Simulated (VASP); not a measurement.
# Na (Fmmm) in VASP: further runs

Na is run at these levels: PBEsol; tasks: single point.

Program: VASP 6.6.1. These are calculated values, not measurements. Logs are shortened: lines on timing, memory, paths and dates and some standing lists are left out, and cuts for length are marked.

## Step 1: The cell of the first run

The structure is orthorhombic, space group Fmmm (No. 69). Conventional cell: a = 4.282 Å, b = 5.995 Å, c = 6.116 Å, α = 90.00°, β = 90.00°, γ = 90.00°. Na (site symmetry mmm) has 14 Na at 3.68 to 4.28 Å within 4.8 Å.

## Step 2: Single point, PBEsol

The input, INCAR:

```
PREC = Accurate
ENCUT = 520
EDIFF = 1E-6
ISMEAR = -1
SIGMA = 0.05
LREAL = False
LASPH = True
NELM = 100
ALGO = Fast
ISIF = 2
LWAVE = False
LCHARG = True
GGA = PS
LELF = True
LVHAR = True
NBANDS = 10
```

The input, KPOINTS:

```
Automatic mesh
0
Gamma
  7 7 7
```

The input, POSCAR:

```
Na
1.0
   -2.1624100000      2.1624100000      2.1410000000
    2.1624100000     -2.1624100000      2.1410000000
    2.1195900000      2.1195900000     -2.1410000000
Na
1
Direct
    0.0000000000      0.0000000000      0.0000000000
```

Potentials or basis: VASP PAW PBE potentials, release 64 (Na_pv).

The run is started by

```bash
cat potpaw_PBE.64/Na_pv/POTCAR > POTCAR
mpirun -np 1 vasp_std > vasp.out
```

OUTCAR:

```text
PREC = Accurate
   ENCUT = 520
   EDIFF = 1E-6
   ISMEAR = -1
   LREAL = False
   LASPH = True
   NELM = 100
   ISIF = 2
   GGA = PS

 ion  position               nearest neighbor table
   1  0.000  0.000  0.000-

  LATTYP: Found a face centered orthorhombic cell.
 ALAT       =     4.2820000000
 B/A-ratio  =     1.4000714267
 C/A-ratio  =     1.4283556980

  Lattice vectors:

 A1 = (  -0.0428200000,   4.2820000000,   0.0000000000)
 A2 = (  -2.1624100000,   2.1624100000,   2.1410000000)
 A3 = (   2.1195900000,   2.1195900000,   2.1410000000)

Analysis of symmetry for initial positions (statically):
=====================================================================
 Subroutine PRICEL returns:
 Original cell was already a primitive cell.

 Routine SETGRP: Setting up the symmetry group for a
 face centered orthorhombic supercell.

 Subroutine GETGRP returns: Found  8 space group operations
 (whereof  8 operations were pure point group operations)
 out of a pool of  8 trial point group operations.

The static configuration has the point symmetry D_2h.

Analysis of symmetry for dynamics (positions and initial velocities):
=====================================================================
 Subroutine PRICEL returns:
 Original cell was already a primitive cell.

 Routine SETGRP: Setting up the symmetry group for a
 face centered orthorhombic supercell.

 Subroutine GETGRP returns: Found  8 space group operations
 (whereof  8 operations were pure point group operations)
 out of a pool of  8 trial point group operations.

The dynamic configuration has the point symmetry D_2h.

 Subroutine INISYM returns: Found  8 space group operations
 (whereof  8 operations are pure point group operations),
 and found     1 'primitive' translations

----------------------------------------------------------------------------------------

                                     Primitive cell

  volume of cell :      39.2524

  direct lattice vectors                    reciprocal lattice vectors
    -2.162410000  2.162410000  2.141000000     0.002335591  0.233559087  0.233535731
     2.162410000 -2.162410000  2.141000000     0.233559087  0.002335591  0.233535731
     2.119590000  2.119590000 -2.141000000     0.235894678  0.235894678  0.000000000

  length of vectors
     3.733083848  3.733083848  3.683640120     0.330294171  0.330294171  0.333605453

  position of ions in fractional coordinates (direct lattice)
     0.000000000  0.000000000  0.000000000

  ion indices of the primitive-cell ions
   primitive index   ion index
                 1           1

----------------------------------------------------------------------------------------

 KPOINTS: Automatic mesh

Automatic generation of k-mesh.
 Grid dimensions read from file:
 generate k-points for:    7    7    7

 Generating k-lattice:

  Cartesian coordinates                     Fractional coordinates (reciprocal lattice)
     0.000333656  0.033365584  0.033362247     0.142857143  0.000000000  0.000000000
     0.033365584  0.000333656  0.033362247     0.000000000  0.142857143  0.000000000
     0.033699240  0.033699240  0.000000000     0.000000000  0.000000000  0.142857143

  Length of vectors
     0.047184882  0.047184882  0.047657922

  Shift w.r.t. Gamma in fractional coordinates (k-lattice)
     0.000000000  0.000000000  0.000000000

 Subroutine IBZKPT returns following result:
 ===========================================

 Found     64 irreducible k-points:

 Following reciprocal coordinates:
            Coordinates               Weight
  0.000000  0.000000  0.000000      1.000000
  0.142857  0.000000  0.000000      8.000000
  0.285714  0.000000  0.000000      8.000000
  0.428571  0.000000  0.000000      8.000000
  0.142857  0.142857  0.000000      4.000000
  0.285714  0.142857  0.000000      8.000000
[... 16 lines left out ...]
  0.142857  0.142857  0.142857      4.000000
  0.285714  0.142857  0.142857      8.000000
 [... further k-points ...]
   k-points           NKPTS =     64   k-points in BZ     NKDIM =     64   number of bands    NBANDS=     10
   number of dos      NEDOS =    301   number of ions     NIONS =      1
   total plane-waves  NPLWV =  21952
   dimension x,y,z NGX =    28 NGY =   28 NGZ =   28
   dimension x,y,z NGXF=    56 NGYF=   56 NGZF=   56
   ions per type =               1
   NGX,Y,Z   is equivalent  to a cutoff of  12.47, 12.47, 12.64 a.u.
   NGXF,Y,Z  is equivalent  to a cutoff of  24.94, 24.94, 25.27 a.u.
 SYSTEM =  unknown system
   PREC   = accura    normal or accurate (medium, high low for compatibility)
   ISTART =      0    job   : 0-new  1-cont  2-samecut
   ICHARG =      2    charge: 1-file 2-atom 10-const
   ISPIN  =      1    spin polarized calculation?
   LNONCOLLINEAR =      F non collinear calculations
   LSORBIT =      F    spin-orbit coupling
   LASPH  =      T    aspherical Exc in radial PAW
   ENCUT  =  520.0 eV  38.22 Ry    6.18 a.u.   6.94  6.94  6.85*2*pi/ulx,y,z
   NELM   =    100;   NELMIN=  2; NELMDL= -5     # of ELM steps
   EDIFF  = 0.1E-05   stopping-criterion for ELM
   LREAL  =      F    real-space projection
   EDIFFG = 0.1E-04   stopping-criterion for IOM
   NSW    =      0    number of steps for IOM
   IBRION =     -1    ionic relax: 0-MD 1-quasi-New 2-CG
   NFREE  =      0    steps in history (QN), initial steepest desc. (CG)
   ISIF   =      2    stress and relaxation
   ISYM   =      2    0-nonsym 1-usesym 2-fastsym
   POTIM  = 0.5000    time-step for ionic-motion
   TEBEG  =    0.0;   TEEND  =   0.0 temperature during run
   PSTRESS=    0.0 pullay stress
   NELECT =       7.0000    total number of electrons
   NUPDOWN=      -1.0000    fix difference up-down
   EMIN   =  10.00;   EMAX   =-10.00  energy-range for DOS
   EFERMI =   0.00;   METHOD = LEGACY
   ISMEAR =    -1;   SIGMA  =   0.05  broadening in eV -4-tet -1-fermi 0-gaus
   EFERMI_NEDOS =   21; number of points for ismear=-14 and -15
   IALGO  =     68    algorithm
   IMIX   =      4    mixing-type and parameters
     AMIX     =   0.40;   BMIX     =  1.00
     AMIX_MAG =   1.60;   BMIX_MAG =  1.00
  volume/ion in A,a.u.               =      39.25       264.89
  Fermi-wavevector in a.u.,A,eV,Ry     =   0.921479  1.741342 11.553021  0.849123
  Thomas-Fermi vector in A             =   2.046900
   LORBIT       =      0    0 simple, 1 ext, 2 COOP (PROOUT), +10 PAW based schemes
   GGA     = PS    functional components
   LHFCALC =     F    Hartree Fock is set to
   AEXX    =    0.0000 exact exchange contribution
   IVDW    =     0    specifies the selected vdW correction
   LEPSILON=     F    determine dielectric tensor
   LRPA    =     F    only Hartree local field effects (RPA)
 non-spin polarized calculation
 RMM-DIIS sequential band-by-band and
  energy-cutoff  :      520.00
  volume of cell :       39.25
 maximum number of plane-waves:      1069
   NGX = 13   NGY = 13   NGZ = 13

 number of electron       7.0000009 magnetization

 Free energy of the ion-electron system (eV)
  ---------------------------------------------------
  ext. energy  EPLUGINS =         0.00000000
  ---------------------------------------------------
  free energy    TOTEN  =        -1.39768493 eV

  energy without entropy =       -1.39285586  energy(sigma->0) =       -1.39527040

 E-fermi :   0.1032     XC(G=0):  -6.3524

 val. band max:        0.0720301931   @ k =   0.0000   0.0000   0.4286
 cond. band min:       0.2879501141   @ k =  -0.4286   0.4286   0.1429
 fundamental gap:      0.2159199210
 Fermi energy:         0.1031673486

 k-point     1 :       0.0000    0.0000    0.0000
  band No.  band energies     occupation
      1     -24.6857      2.00000
      2     -24.6855      2.00000
      3     -24.6853      2.00000
      4      -3.0096      2.00000
      5      11.4538      0.00000
      6      11.4672      0.00000
      7      11.5650      0.00000
      8      12.4879      0.00000
      9      12.5515      0.00000
     10      12.7810      0.00000

 k-point     2 :       0.1429    0.0000    0.0000
  band No.  band energies     occupation
      1     -24.6911      2.00000
      2     -24.6873      2.00000
      3     -24.6854      2.00000
      4      -2.6649      2.00000
      5       8.5320      0.00000
      6      10.1107      0.00000
      7      10.4726      0.00000
      8      11.0134      0.00000
      9      11.6683      0.00000
     10      13.3434      0.00000

 k-point     3 :       0.2857    0.0000    0.0000
  band No.  band energies     occupation
      1     -24.7036      2.00000
      2     -24.6915      2.00000
      3     -24.6854      2.00000
      4      -1.6437      2.00000
      5       5.1655      0.00000
      6       8.8390      0.00000
      7       9.4278      0.00000
      8       9.8391      0.00000
      9      10.7972      0.00000
     10      14.2181      0.00000

 k-point     4 :       0.4286    0.0000    0.0000
  band No.  band energies     occupation
      1     -24.7135      2.00000
      2     -24.6949      2.00000
      3     -24.6854      2.00000
      4       0.0133      1.71543
      5       2.3317      0.00000
      6       8.1888      0.00000
      7       8.8880      0.00000
      8       9.2595      0.00000
      9      10.2123      0.00000
     10      15.4151      0.00000

 k-point     5 :       0.1429    0.1429    0.0000
  band No.  band energies     occupation
      1     -24.7005      2.00000
      2     -24.6890      2.00000
      3     -24.6867      2.00000
      4      -1.9752      2.00000
      5       6.7184      0.00000
      6       7.3009      0.00000
      7       9.6133      0.00000
      8      11.2454      0.00000
      9      11.9374      0.00000
     10      13.6572      0.00000

 k-point     6 :       0.2857    0.1429    0.0000
  band No.  band energies     occupation
      1     -24.7099      2.00000
      2     -24.6939      2.00000
      3     -24.6871      2.00000
      4      -0.6285      2.00000
      5       3.8619      0.00000
      6       6.1039      0.00000
      7       8.7127      0.00000
      8      10.7146      0.00000
      9      12.4414      0.00000
     10      13.3713      0.00000

 k-point     7 :       0.4286    0.1429   -0.0000
  band No.  band energies     occupation
      1     -24.7131      2.00000
      2     -24.6970      2.00000
      3     -24.6872      2.00000
      4       1.1105      0.00000
      5       1.5602      0.00000
      6       5.7414      0.00000
      7       8.3787      0.00000
      8      10.4795      0.00000
      9      12.4174      0.00000
     10      14.3801      0.00000

 k-point     8 :      -0.4286    0.1429   -0.0000
  band No.  band energies     occupation
      1     -24.7082      2.00000
      2     -24.6949      2.00000
      3     -24.6872      2.00000
      4      -0.6611      2.00000
      5       3.9116      0.00000
      6       6.0364      0.00000
      7       8.6472      0.00000
      8      10.8050      0.00000
      9      12.4881      0.00000
     10      13.3941      0.00000

 k-point     9 :      -0.2857    0.1429   -0.0000
  band No.  band energies     occupation
      1     -24.6986      2.00000
      2     -24.6897      2.00000
      3     -24.6869      2.00000
      4      -1.9954      2.00000
      5       6.6461      0.00000
      6       7.2883      0.00000
      7       9.4976      0.00000
      8      11.3059      0.00000
      9      12.0887      0.00000
     10      13.8505      0.00000
[... 118 lines left out ...]
 k-point    19 :       0.2857    0.0000    0.1429
  band No.  band energies     occupation
      1     -24.7099      2.00000
      2     -24.6942      2.00000
      3     -24.6873      2.00000
      4      -0.6216      2.00000
      5       3.8693      0.00000
      6       6.3068      0.00000
      7       8.4386      0.00000
      8      10.4396      0.00000
      9      12.6280      0.00000
     10      13.4651      0.00000

 k-point    20 :       0.4286    0.0000    0.1429
  band No.  band energies     occupation
      1     -24.7130      2.00000
      2     -24.6972      2.00000
      3     -24.6874      2.00000
      4       1.1166      0.00000
      5       1.5672      0.00000
      6       5.9465      0.00000
      7       8.1040      0.00000
      8      10.2033      0.00000
      9      12.7670      0.00000
     10      14.2991      0.00000

 k-point    21 :      -0.4286   -0.0000    0.1429
  band No.  band energies     occupation
      1     -24.7081      2.00000
      2     -24.6952      2.00000
      3     -24.6873      2.00000
      4      -0.6548      2.00000
      5       3.9204      0.00000
      6       6.2377      0.00000
      7       8.3743      0.00000
      8      10.5282      0.00000
      9      12.6547      0.00000
     10      13.5142      0.00000

 k-point    22 :      -0.2857   -0.0000    0.1429
  band No.  band energies     occupation
      1     -24.6987      2.00000
      2     -24.6902      2.00000
      3     -24.6868      2.00000
      4      -1.9888      2.00000
      5       6.7649      0.00000
      6       7.3721      0.00000
      7       9.2344      0.00000
      8      11.1098      0.00000
      9      12.0054      0.00000
     10      14.0211      0.00000

 k-point    23 :       0.1429    0.1429    0.1429
  band No.  band energies     occupation
      1     -24.7085      2.00000
      2     -24.6902      2.00000
      3     -24.6895      2.00000
      4      -0.9469      2.00000
      5       5.4286      0.00000
      6       5.5474      0.00000
      7       6.7835      0.00000
      8      13.7724      0.00000
      9      14.0128      0.00000
     10      14.4693      0.00000

 k-point    24 :       0.2857    0.1429    0.1429
  band No.  band energies     occupation
      1     -24.7102      2.00000
      2     -24.6961      2.00000
      3     -24.6905      2.00000
      4       0.6970      0.00001
      5       2.8843      0.00000
      6       4.8523      0.00000
      7       5.9060      0.00000
      8      13.6871      0.00000
      9      14.2145      0.00000
     10      15.9630      0.00000

 [... further k-points ...]
[... 5 lines left out ...]
  --------------------------------------------------------------------------------------
  -------------------------------------------------------------------------------------
  Total       -0.1258498     -0.1258498     -0.1189011      0.0315237      0.0000000      0.0000000
  in kB       -5.1368448     -5.1368448     -4.8532180      1.2867126      0.0000000      0.0000000
  external PRESSURE =      -5.0423025 kB  Pullay stress =       0.0000000 kB

 VOLUME and BASIS-vectors are now :
 -----------------------------------------------------------------------------
  energy-cutoff  :      520.00
  volume of cell :       39.25
      direct lattice vectors                 reciprocal lattice vectors
    -2.162410000  2.162410000  2.141000000     0.002335591  0.233559087  0.233535731
     2.162410000 -2.162410000  2.141000000     0.233559087  0.002335591  0.233535731
     2.119590000  2.119590000 -2.141000000     0.235894678  0.235894678  0.000000000

 POSITION                                       TOTAL-FORCE (eV/Angst)
 -----------------------------------------------------------------------------------
      0.00000      0.00000      0.00000        -0.000000      0.000000      0.000000
 -----------------------------------------------------------------------------------
    total drift:                                0.000000     -0.000000     -0.000000

  FREE ENERGIE OF THE ION-ELECTRON SYSTEM (eV)
  ---------------------------------------------------
  free  energy   TOTEN  =        -1.3976849312 eV

  energy  without entropy=       -1.3928558613  energy(sigma->0) =       -1.39527040
```

It took 38 s on 1 thread of Intel Xeon 8259CL, shared host; peak memory 0.15 GiB.

Results:

| Quantity | Value |
| --- | --- |
| Free energy | -1.3977 eV |
| Pressure | -0.5 GPa |

Levels at points of the mesh, in eV from the Fermi level:
| k point | band 1 | band 2 | band 3 | band 4 | band 5 | band 6 | band 7 | band 8 |
| --- | --- | --- | --- | --- | --- | --- | --- | --- |
| (0.00, 0.00, 0.00) | -24.79 | -24.79 | -24.79 | -3.11 | 11.35 | 11.36 | 11.46 | 12.38 |

Caveat: the PAW data sets were made with another functional, which shifts forces and pressure a little.

## Step 3: Single point, PBEsol

The input, INCAR:

```
SYSTEM = Na
PREC = Accurate ; ENCUT = 520
EDIFF = 1E-6 ; ISMEAR = -1
SIGMA = 0.05 ; LREAL = .False.
LASPH = .True. ; NELM = 80
ALGO = Normal ; ISIF = 2
LWAVE = .False. ; LCHARG = .False.
GGA = PS ; NBANDS = 10
```

The input, KPOINTS:

```
regular mesh
0
Gamma
  7 7 7
  0 0 0
```

The input, POSCAR:

```
Na
1.0
   -2.1302950000      2.1302950000      2.1410000000
    2.1302950000     -2.1302950000      2.1410000000
    2.1517050000      2.1517050000     -2.1410000000
Na
1
Direct
    0.0000000000      0.0000000000      0.0000000000
```

Potentials or basis: VASP PAW PBE potentials, release 64 (Na_pv).

The run is started by

```bash
cat potpaw_PBE.64/Na_pv/POTCAR > POTCAR
mpirun -np 1 vasp_std > vasp.out
```

Wall time 24 s (1 thread of Intel Xeon 8259CL, shared host); peak memory 0.16 GiB.

Results (log left out):

| Quantity | Value |
| --- | --- |
| Free energy | -1.3979 eV |
| Pressure | -0.6 GPa |

Stress tensor (GPa, compression positive):
```
-0.56 -0.06  0.00
-0.06 -0.56  0.00
 0.00  0.00 -0.55
```

Levels at points of the mesh, in eV from the Fermi level:
```csv
k point,band 2,band 3,band 4,band 5,band 6,band 7
"(0.00, 0.00, 0.00)",-24.78,-24.78,-3.11,11.39,11.40,11.44
```

Caveat: the PAW data sets were made with another functional, which shifts forces and pressure a little.
